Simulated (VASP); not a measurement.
Here is a VASP 6.6.1 calculation.

The input INCAR:

```
ALGO = Normal
EDIFF = 1E-6
ENCUT = 520
GGA = PS
GGA_COMPAT = F
ISIF = 2
ISMEAR = -1
LASPH = T
LCHARG = F
LREAL = F
LWAVE = F
NBANDS = 35
NELM = 120
PREC = Accurate
SIGMA = 0.15
```

Contents of KPOINTS:

```
k-points
0
Gamma
  4 4 4
```

POSCAR

```
PbO2
1.0
    0.0000000000      5.1400000000      5.1400000000
    2.5700000000      0.0000000000      2.5700000000
    2.5700000000      2.5700000000      0.0000000000
Pb O
2 4
Direct
    0.0002377432     -0.0025968872      0.0015859922
    0.5010710117     -0.0015719844     -0.0025844358
    0.1255734436      0.2498873541      0.2453219844
    0.3694474708      0.7654435798      0.7560264591
    0.6279185798      0.2528589494      0.2489885214
    0.8761185798      0.7525511673      0.7520231518
```

Potentials or basis: VASP PAW PBE potentials, release 64 (Pb_d, O).

Launch:

```bash
$ cat potpaw_PBE.64/Pb_d/POTCAR potpaw_PBE.64/O/POTCAR > POTCAR
$ mpirun -np 1 vasp_std > vasp.out
```

(1) Estimate the band gap on the k mesh.

(2) What does it give for the largest force?

## Answers

(1) zero (bands 26 and 27 overlap by 1.52 eV).

(2) 0.775 eV/Å.

Caveat: the k points lie up to 0.51 Å⁻¹ apart, too coarse for converged energies and pressures of a metal; the PAW data sets were made with another functional, which shifts forces and pressure a little; spin-orbit coupling is left out, which moves the levels of the heavy elements.
